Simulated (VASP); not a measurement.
ZnF2, 6 atoms in the cell. The structure is tetragonal, space group P4_2/mnm (No. 136). The conventional cell has a = 4.655 Å, b = 4.655 Å, c = 3.146 Å, α = 90.00°, β = 90.00°, γ = 90.00°. Within 2.6 Å of Zn (site symmetry mmm) lie 6 F at 2.00 to 2.04 Å. F (site symmetry m2m) has 3 Zn at 2.00 to 2.04 Å and 1 F at 2.59 Å within 2.6 Å.  This cell differs from its parent crystal: biaxial strain in the a-b plane: -1.0 %.

```yaml
Program: VASP 6.6.1
Task: single point
Functional: r2SCAN
Potentials_or_basis: VASP PAW PBE potentials, release 64 (Zn, F)
Cutoff: 660 eV
k_mesh: 6 × 6 × 8
Occupations: gaussian, width 0.02 eV
Spin: no spin polarisation
Dipole_correction: no
Further_INCAR_settings: ALGO = Normal; EDIFF = 1e-06; NBANDS = 35
```

Potentials or basis: VASP PAW PBE potentials, release 64 (Zn, F).

Command:

```sh
$ cat potpaw_PBE.64/Zn/POTCAR potpaw_PBE.64/F/POTCAR > POTCAR
$ cp INCAR.step1 INCAR
$ mpirun -np 1 vasp_std > vasp.out
$ cp INCAR.step2 INCAR
$ mpirun -np 1 vasp_std > vasp.out
```

Hardware: 1 thread of Intel(R) Xeon(R) 6975P-C (Granite Rapids) (shared host).

Q: Estimate the wall time of this run.

A: Wall time 3.3 min on 1 thread of Intel(R) Xeon(R) 6975P-C (Granite Rapids) (shared host), peak memory 0.29 GiB. Counts: k points 50.
